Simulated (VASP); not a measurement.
# WS2 in VASP: further runs

Runs on WS2. Level: PBE+D3(BJ). Tasks: single point.

Program: VASP 6.6.1. These are calculated values, not measurements. Logs are shortened: lines on timing, memory, paths and dates and some standing lists are left out, and cuts for length are marked.

## Step 1: The cell of the first run

The cell holds a slab with vacuum, 3 atoms: a = 3.154 Å, b = 3.154 Å, c = 32.299 Å, α = 90.00°, β = 90.00°, γ = 120.00°.

## Step 2: Single point, PBE+D3(BJ) (a layer taken out of the bulk)

The input, INCAR:

```
SYSTEM = WS2
  ALGO = Normal
  DIPOL = 0.5 0.5 0.500
  EDIFF = 1E-6
  ENCUT = 520
  GGA = PE
  IDIPOL = 3
  ISIF = 2
  ISMEAR = 0
  IVDW = 12
  LASPH = .True.
  LCHARG = .True.
  LDIPOL = .True.
  LELF = .True.
  LREAL = .False.
  LVACPOTAV = .True.
  LVHAR = .True.
  LWAVE = .False.
  NBANDS = 20
  NELM = 100
  PREC = Accurate
  SIGMA = 0.02
```

The input, KPOINTS:

```
k-points
0
Gamma
  12 12 1
  0 0 0
```

The input, POSCAR:

```
WS2
1.0
    3.1542061908      0.0000000000      0.0000000000
   -1.5771030954      2.7316226900      0.0000000000
    0.0000000000      0.0000000000     32.2987957083
S W
2 1
Direct
    0.3333333333      0.6666666667      0.4512458935
    0.3333333333      0.6666666667      0.5487541065
    0.6666666667      0.3333333333      0.5000000000
```

Potentials or basis: VASP PAW PBE potentials, release 64 (S, W_sv).

Command:

```
> cat potpaw_PBE.64/S/POTCAR potpaw_PBE.64/W_sv/POTCAR > POTCAR
> mpirun -np 1 vasp_std > vasp.out
```

OUTCAR:

```text
SYSTEM = WS2
   EDIFF = 1E-6
   ENCUT = 520
   GGA = PE
   ISIF = 2
   ISMEAR = 0
   IVDW = 12
   LASPH = .True.
   LREAL = .False.
   NELM = 100
   PREC = Accurate
 IVDW          = 12

 ion  position               nearest neighbor table
   1  0.333  0.667  0.451-   3 2.41   3 2.41   3 2.41
   2  0.333  0.667  0.549-   3 2.41   3 2.41   3 2.41
   3  0.667  0.333  0.500-   1 2.41   2 2.41   1 2.41   2 2.41   1 2.41   2 2.41

  LATTYP: Found a hexagonal cell.
 ALAT       =     3.1542061908
 C/A-ratio  =    10.2399125975

  Lattice vectors:

 A1 = (   3.1542061908,   0.0000000000,   0.0000000000)
 A2 = (  -1.5771030954,   2.7316226900,   0.0000000000)
 A3 = (   0.0000000000,   0.0000000000,  32.2987957083)

Analysis of symmetry for initial positions (statically):
=====================================================================
 Subroutine PRICEL returns:
 Original cell was already a primitive cell.

 Routine SETGRP: Setting up the symmetry group for a
 hexagonal supercell.

 Subroutine GETGRP returns: Found 12 space group operations
 (whereof 12 operations were pure point group operations)
 out of a pool of 24 trial point group operations.

The static configuration has the point symmetry D_3h.

Analysis of symmetry for dynamics (positions and initial velocities):
=====================================================================
 Subroutine PRICEL returns:
 Original cell was already a primitive cell.

 Routine SETGRP: Setting up the symmetry group for a
 hexagonal supercell.

 Subroutine GETGRP returns: Found 12 space group operations
 (whereof 12 operations were pure point group operations)
 out of a pool of 24 trial point group operations.

The dynamic configuration has the point symmetry D_3h.

 Subroutine INISYM returns: Found 12 space group operations
 (whereof 12 operations are pure point group operations),
 and found     1 'primitive' translations

----------------------------------------------------------------------------------------

                                     Primitive cell

  volume of cell :     278.2897

  direct lattice vectors                    reciprocal lattice vectors
     3.154206191  0.000000000  0.000000000     0.317036978  0.183041385  0.000000000
    -1.577103095  2.731622690  0.000000000     0.000000000  0.366082770  0.000000000
     0.000000000  0.000000000 32.298795708     0.000000000  0.000000000  0.030960907

  length of vectors
     3.154206191  3.154206191 32.298795708     0.366082770  0.366082770  0.030960907
[... 83 lines left out ...]
   ISIF   =      2    stress and relaxation
   ISYM   =      2    0-nonsym 1-usesym 2-fastsym
   POTIM  = 0.5000    time-step for ionic-motion
   TEBEG  =    0.0;   TEEND  =   0.0 temperature during run
   PSTRESS=    0.0 pullay stress
   NELECT =      26.0000    total number of electrons
   NUPDOWN=      -1.0000    fix difference up-down
   EMIN   =  10.00;   EMAX   =-10.00  energy-range for DOS
   EFERMI =   0.00;   METHOD = LEGACY
   ISMEAR =     0;   SIGMA  =   0.02  broadening in eV -4-tet -1-fermi 0-gaus
   EFERMI_NEDOS =   21; number of points for ismear=-14 and -15
   IALGO  =     38    algorithm
   IMIX   =      4    mixing-type and parameters
     AMIX     =   0.40;   BMIX     =  1.00
     AMIX_MAG =   1.60;   BMIX_MAG =  1.00
  volume/ion in A,a.u.               =      92.76       626.00
  Fermi-wavevector in a.u.,A,eV,Ry     =   0.742848  1.403780  7.508020  0.551824
  Thomas-Fermi vector in A             =   1.837824
   LORBIT       =      0    0 simple, 1 ext, 2 COOP (PROOUT), +10 PAW based schemes
   GGA     = PE    functional components
   LHFCALC =     F    Hartree Fock is set to
   AEXX    =    0.0000 exact exchange contribution
   IVDW    =    12    specifies the selected vdW correction
   LEPSILON=     F    determine dielectric tensor
   LRPA    =     F    only Hartree local field effects (RPA)
 non-spin polarized calculation
 Gauss-broadening in eV      SIGMA  =   0.02
  energy-cutoff  :      520.00
  volume of cell :      278.29
 maximum number of plane-waves:      7530
 NGX is ok and might be reduce to    24
   NGX = 11   NGY = 11   NGZ =121

 dipolmoment           0.000000      0.000000      0.000000 electrons x Angstroem

 number of electron      25.9999999 magnetization

 dipolmoment           0.000000      0.000000     -0.000000 electrons x Angstroem

 Free energy of the ion-electron system (eV)
  ---------------------------------------------------
  ext. energy  EPLUGINS =         0.00000000
  ---------------------------------------------------
  free energy    TOTEN  =       -23.66128724 eV

  energy without entropy =      -23.66128724  energy(sigma->0) =      -23.66128724

 E-fermi :  -3.1205     XC(G=0):  -2.4401

 val. band max:       -3.2615731091   @ k =   0.3333   0.3333   0.0000
 cond. band min:      -1.3222725723   @ k =   0.3333   0.3333   0.0000
 fundamental gap:      1.9393005368
 Fermi energy:        -3.1204987297

 k-point     1 :       0.0000    0.0000    0.0000
  band No.  band energies     occupation
      1     -77.2579      2.00000
      2     -41.5148      2.00000
      3     -41.3358      2.00000
      4     -41.3358      2.00000
      5     -18.1113      2.00000
      6     -16.4764      2.00000
[... 426 lines left out ...]
     19       3.9142      0.00000
     20       6.0816      0.00000

------------------------ aborting loop because EDIFF is reached ----------------------------------------

 vacuum level on the upper side and lower side of the slab       (xc-potential included)        -0.147        -0.147

 Edisp (eV)   -0.93328

 E8    (eV) :    -0.4200

  FORCE on cell =-STRESS in cart. coord.  units (eV):
  Direction    XX          YY          ZZ          XY          YZ          ZX
  --------------------------------------------------------------------------------------
  -------------------------------------------------------------------------------------
  Total       0.22833     0.22833     0.18713    -0.00000     0.00000     0.00000
  in kB       1.31452     1.31452     1.07734    -0.00000     0.00000     0.00000
  external pressure =        1.24 kB  Pullay stress =        0.00 kB

 VOLUME and BASIS-vectors are now :
 -----------------------------------------------------------------------------
  energy-cutoff  :      520.00
  volume of cell :      278.29
      direct lattice vectors                 reciprocal lattice vectors
     3.154206191  0.000000000  0.000000000     0.317036978  0.183041385  0.000000000
    -1.577103095  2.731622690  0.000000000     0.000000000  0.366082770  0.000000000
     0.000000000  0.000000000 32.298795708     0.000000000  0.000000000  0.030960907

 POSITION                                       TOTAL-FORCE (eV/Angst)
 -----------------------------------------------------------------------------------
     -0.00000      1.82108     14.57470        -0.000000      0.000000     -0.068393
     -0.00000      1.82108     17.72410        -0.000000     -0.000000      0.068393
      1.57710      0.91054     16.14940         0.000000     -0.000000      0.000000
 -----------------------------------------------------------------------------------
    total drift:                                0.000000     -0.000000      0.000000

  FREE ENERGIE OF THE ION-ELECTRON SYSTEM (eV)
  ---------------------------------------------------
  free  energy   TOTEN  =       -24.5945681041 eV

  energy  without entropy=      -24.5945681041  energy(sigma->0) =      -24.59456810

 vacuum level on the upper side and lower side of the slab         2.390         2.390
```

OSZICAR:

```text
N       E                     dE             d eps       ncg     rms          rms(c)
DAV:   1     0.185971924455E+03    0.18597E+03   -0.12681E+04   936   0.977E+02
DAV:   2    -0.710904570129E+01   -0.19308E+03   -0.18692E+03  1088   0.217E+02
DAV:   3    -0.247752901694E+02   -0.17666E+02   -0.17607E+02  1084   0.669E+01
[... 14 lines left out ...]
DAV:  18    -0.236612710259E+02   -0.29337E-04   -0.10990E-06   816   0.460E-03    0.988E-03
DAV:  19    -0.236612775549E+02   -0.65290E-05   -0.35208E-07   788   0.242E-03    0.789E-03
DAV:  20    -0.236612825708E+02   -0.50159E-05   -0.12821E-07   692   0.151E-03    0.146E-03
DAV:  21    -0.236612866276E+02   -0.40568E-05   -0.13912E-07   660   0.150E-03    0.306E-03
DAV:  22    -0.236612872426E+02   -0.61504E-06   -0.22391E-08   600   0.787E-04
   1 F= -.24594568E+02 E0= -.24594568E+02  d E =-.386208E-25
```

Wall time 3.4 min (1 thread of Intel Xeon Platinum 8259CL at 2.50GHz (Skylake/Cascade Lake), shared host); peak memory 0.41 GiB.

Results:

```
Free energy                            : -24.5946 eV
Largest force                          : 0.068 eV/Å
Band gap on the k mesh                 : 1.94 eV
Dispersion energy per atom             : -0.311 eV
Ionisation potential of the upper face : 5.65 eV
```

Forces in eV/Å, atoms in the order of the input:
```
S    0.000  0.000 -0.068
S    0.000  0.000  0.068
W    0.000  0.000  0.000
```

Caveat: the cell differs from its parent crystal (a layer taken out of the bulk); spin-orbit coupling is left out, which moves the levels of the heavy elements.

## Step 3: Single point, PBE+D3(BJ) (a layer taken out of the bulk)

The input, INCAR:

```
SYSTEM = WS2
ALGO = Normal ; DIPOL = 0.5 0.5 0.500
EDIFF = 1E-7 ; ENCUT = 520
GGA = PE ; IDIPOL = 3
ISIF = 2 ; ISMEAR = 0
IVDW = 12 ; LASPH = .True.
LCHARG = .False. ; LDIPOL = .True.
LREAL = .False. ; LWAVE = .False.
NBANDS = 20 ; NELM = 60
PREC = Accurate ; SIGMA = 0.02
```

KPOINTS is that of step 2.

The input, POSCAR:

```
WS2
1.0
    3.1594601043      0.0000000000      0.0000000000
   -1.5797300522      2.7361727126      0.0000000000
    0.0000000000      0.0000000000     32.2987957083
S W
2 1
Direct
    0.3333333333      0.6666666667      0.4512056349
    0.3333333333      0.6666666667      0.5487943651
    0.6666666667      0.3333333333      0.5000000000
```

Potentials or basis: VASP PAW PBE potentials, release 64 (S, W_sv).

Command:

```
> cat potpaw_PBE.64/S/POTCAR potpaw_PBE.64/W_sv/POTCAR > POTCAR
> mpirun -np 1 vasp_std > vasp.out
```

It took 3.5 min on 1 thread of Intel Xeon Platinum 8259CL at 2.50GHz (Skylake/Cascade Lake), shared host; peak memory 0.41 GiB.

Results (log left out):

* Free energy: -24.5951 eV
* Largest force: 0.005 eV/Å
* Band gap on the k mesh: 1.92 eV
* Dispersion energy per atom: -0.310 eV

Forces in eV/Å, atoms in the order of the input:
```
S    0.000  0.000 -0.005
S    0.000  0.000  0.005
W    0.000  0.000  0.000
```

Levels at points of the mesh, in eV from the valence-band top:
| k point | band 11 | band 12 | band 13 | band 14 | band 15 | band 16 |
| --- | --- | --- | --- | --- | --- | --- |
| (0.00, 0.00, 0.00) | -1.57 | -1.57 | -0.14 | 2.94 | 2.94 | 3.07 |
| (0.50, 0.00, 0.00) | -2.22 | -1.22 | -0.96 | 2.95 | 3.37 | 4.06 |

Caveat: the cell differs from its parent crystal (a layer taken out of the bulk); spin-orbit coupling is left out, which moves the levels of the heavy elements.
